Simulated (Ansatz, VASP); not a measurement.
InO in VASP and in Ansatz

The input INCAR:

```
SYSTEM = InO
ALGO = Normal
EDIFF = 1E-6
ENCUT = 520
GGA = PE
ISIF = 2
ISMEAR = 0
IVDW = 12
LASPH = .TRUE.
LCHARG = .FALSE.
LREAL = .FALSE.
LWAVE = .FALSE.
NBANDS = 27
NELM = 80
PREC = Accurate
SIGMA = 0.05
```

Contents of KPOINTS:

```
k-points
0
G
  12 12 2
  0 0 0
```

POSCAR

```
InO
1.0
    3.3440386077      0.0000000000      0.0000000000
   -1.6720193039      2.8960223855      0.0000000000
    0.0000000000      0.0000000000     16.6446233437
In O
2 2
Direct
    0.6666666667      0.3333333333      0.5895266171
    0.6666666667      0.3333333333      0.4104733829
    0.0000000000      0.0000000000      0.6398766429
    0.0000000000      0.0000000000      0.3601233571
```

Input for Ansatz:

```yaml
crystal:
  lattice:
    - [3.3440386077, 0.0, 0.0]
    - [-1.6720193039, 2.8960223855, 0.0]
    - [0.0, 0.0, 16.6446233437]
  atoms:
    - { symbol: In, position: [0.6666666667, 0.3333333333, 0.5895266171] }
    - { symbol: In, position: [0.6666666667, 0.3333333333, 0.4104733829] }
    - { symbol: O, position: [0.0, 0.0, 0.6398766429] }
    - { symbol: O, position: [0.0, 0.0, 0.3601233571] }
basis:
  ecutwfc: 420
kpoints:
  mp_grid: { grid: [12, 12, 2] }
hamiltonian:
  xc: pbe
  dispersion: d3bj
scf:
  occupations: { method: gaussian, width: 0.05 }
output:
  forces: true
  stress: true
  eigenvalues: true
```

Change from the starting cell: strain -0.025 along x and y, +0.050 along z, atoms carried along.

Alike in both runs: task single point; functional PBE; dispersion D3(BJ); k mesh 12 × 12 × 2; occupations gaussian, width 0.05 eV; no spin polarisation.

|  | VASP | Ansatz |
| --- | --- | --- |
| version | VASP 6.6.1 | Ansatz 0.2.0 |
| potentials or method | VASP PAW PBE potentials, release 64 (In_d, O), cutoff 520 eV | scalar-relativistic, plane waves, PAW |
| valence electrons in the cell | 38 | 38 |

VASP gave:

* gap on the k mesh at the Fermi level (eV): 0.17
* least direct gap on the mesh (eV): 1.27
* rms of the force components (eV/Å): 0.321

Estimate Ansatz's values.

gap on the k mesh at the Fermi level (eV): 0.18; least direct gap on the mesh (eV): 1.28; rms of the force components (eV/Å): 0.303.

Atom by atom the forces differ by 0.022 eV/Å (rms over components).
